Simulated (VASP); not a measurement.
Input of a VASP 6.6.1 run:

The input INCAR:

```
ALGO = Normal ; EDIFF = 1E-6
ENCUT = 520 ; ISIF = 2
ISMEAR = 0 ; LASPH = T
LCHARG = F ; LREAL = Auto
LWAVE = F ; NBANDS = 72
NELM = 60 ; PREC = Accurate
SIGMA = 0.1
```

Contents of KPOINTS:

```
k-points
0
Gamma
  3 3 3
```

POSCAR

```
Al30Cu
1.0
    8.1000000000      0.0000000000      0.0000000000
    0.0000000000      8.1000000000      0.0000000000
    0.0000000000      0.0000000000      8.1000000000
Al Cu
30 1
Direct
    0.4950294973     -0.0134545101     -0.0054975122
    0.7467826525      0.2500000000     -0.0005426724
    0.7488334706      0.0012422614      0.2511597959
    0.0015447166     -0.0018810045      0.0003889728
    0.2504916079      0.2500000000     -0.0004916079
    0.4950294973      0.5134545101     -0.0054975122
    0.7465858345      0.7500000000     -0.0050839607
    0.2496110272     -0.0018810045      0.2484552834
    0.5012223939      0.2500000000      0.2510578573
    0.7488334706      0.4987577386      0.2511597959
    0.5015889113     -0.0009148344      0.5041524077
    0.7489552530      0.2500000000      0.5010447470
    0.7458475923     -0.0009148344      0.7484110887
    0.0015447166      0.5018810045      0.0003889728
   -0.0018645183      0.2500000000      0.2518645183
    0.2496110272      0.5018810045      0.2484552834
    0.4977261866      0.7500000000      0.2487628904
   -0.0011597959      0.0012422614      0.5011665294
    0.2505426724      0.2500000000      0.5032173475
    0.5015889113      0.5009148344      0.5041524077
    0.7488514637      0.7500000000      0.5011485363
    0.2554975122     -0.0134545101      0.7549705027
    0.5003701863      0.2500000000      0.7496298137
    0.7458475923      0.5009148344      0.7484110887
    0.0016997575      0.7500000000      0.2483002425
   -0.0011597959      0.4987577386      0.5011665294
    0.2550839607      0.7500000000      0.5034141655
   -0.0010578573      0.2500000000      0.7487776061
    0.2554975122      0.5134545101      0.7549705027
    0.0012371096      0.7500000000      0.7522738134
    0.5097874339      0.7500000000     -0.2597874339
```

Potentials or basis: VASP PAW LDA potentials, release 64 (Al, Cu).

The run is started by

```console
$ cat potpaw_LDA.64/Al/POTCAR potpaw_LDA.64/Cu/POTCAR > POTCAR
$ mpirun -np 1 vasp_std > vasp.out
```

(1) What does it give for the largest force?

(2) Estimate the pressure.

(3) Predict the band gap on the k mesh.

## Answers

(1) 0.012 eV/Å.

(2) -5.3 GPa.

(3) zero (an odd number of electrons rules out a gap without spin polarisation).
